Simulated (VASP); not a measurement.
Runs of VASP 6.6.1 on AlN. The structure is that of space group P6_3mc (No. 186), or close to it. The cells are those of the table. 

```tsv
task	cell	k mesh	cutoff (eV)	smearing	gap on the mesh (eV)	pressure (GPa)
relaxation of cell and atoms	relaxed from a = 3.111, b = 3.111, c = 4.978 Å, angles 90.0, 90.0, 120.0°, 4 atoms	12 × 12 × 6	600	gaussian 0.02 eV	(a)	0.0
single point	a = 3.111, b = 3.111, c = 4.978 Å, angles 90.0, 90.0, 120.0°, 4 atoms	6 × 6 × 4	520	gaussian 0.1 eV	4.84	-1.0
single point	a = 3.107, b = 3.107, c = 4.978 Å, angles 90.0, 90.0, 120.0°, 4 atoms	12 × 12 × 6	520	gaussian 0.02 eV	4.92	-0.4
single point	a = 3.107, b = 3.107, c = 4.978 Å, angles 90.0, 90.0, 120.0°, 4 atoms	12 × 12 × 4	520	gaussian 0.05 eV	4.92	-0.4
single point	a = 3.107, b = 3.107, c = 4.978 Å, angles 90.0, 90.0, 120.0°, 4 atoms	12 × 12 × 6	520	gaussian 0.05 eV	4.92	-0.4
```

Alike in all rows: level r2SCAN; potentials or basis VASP PAW PBE potentials, release 64 (Al, N); no spin polarisation.

Problem. Estimate the missing entries.

Solution. (a) 4.93.

Caveats: the PAW data sets were made with another functional, which shifts forces and pressure a little.

A k mesh can miss the band edges.
